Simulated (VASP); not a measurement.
A run of VASP 6.6.1:

Contents of POSCAR:

```
Sc
1.0
    3.1834842190      0.0000000000      0.0000000000
   -1.5917421095      2.7569782062      0.0000000000
    0.0000000000      0.0000000000     25.2070757221
Sc
3
Direct
    0.3333333333      0.6666666667      0.2776998045
    0.6666666667      0.3333333333      0.3819339962
    0.3333333333      0.6666666667      0.4860258381
```

Contents of INCAR.step1:

```
SYSTEM = Sc
PREC = Accurate ; ENCUT = 440
ISMEAR = 1 ; SIGMA = 0.1
LREAL = .False. ; LASPH = .True.
NELM = 120 ; LDIPOL = .True.
IDIPOL = 3 ; DIPOL = 0.5 0.5 0.382
NBANDS = 24 ; GGA = PE
ALGO = Normal ; EDIFF = 1E-5
LWAVE = .True. ; LCHARG = .False.
GGA_COMPAT = .False. ; NELMDL = -8
```

The input INCAR.step2:

```
SYSTEM = Sc
PREC = Accurate ; ENCUT = 440
EDIFF = 1E-6 ; ISMEAR = 1
SIGMA = 0.1 ; LREAL = .False.
LASPH = .True. ; NELM = 120
ALGO = Normal ; ISIF = 2
LWAVE = .False. ; LCHARG = .False.
LDIPOL = .True. ; IDIPOL = 3
DIPOL = 0.5 0.5 0.382 ; METAGGA = R2SCAN
LMIXTAU = .True. ; NBANDS = 24
ISTART = 1 ; GGA_COMPAT = .False.
```

KPOINTS

```
Automatic mesh
0
Gamma
  12 12 1
  0 0 0
```

Potentials or basis: VASP PAW PBE potentials, release 64 (Sc_sv).

Run with:

```sh
$ cat potpaw_PBE.64/Sc_sv/POTCAR > POTCAR
$ cp INCAR.step1 INCAR
$ mpirun -np 1 vasp_std > vasp.out
$ cp INCAR.step2 INCAR
$ mpirun -np 1 vasp_std > vasp.out
```

Hardware: 1 thread of Intel Xeon 8259CL, with other jobs on the host.

Q: Estimate the wall time of this run.

A: Wall time 17 min on 1 thread of Intel Xeon 8259CL (shared host), peak memory 0.37 GiB. Counts: k points 19.
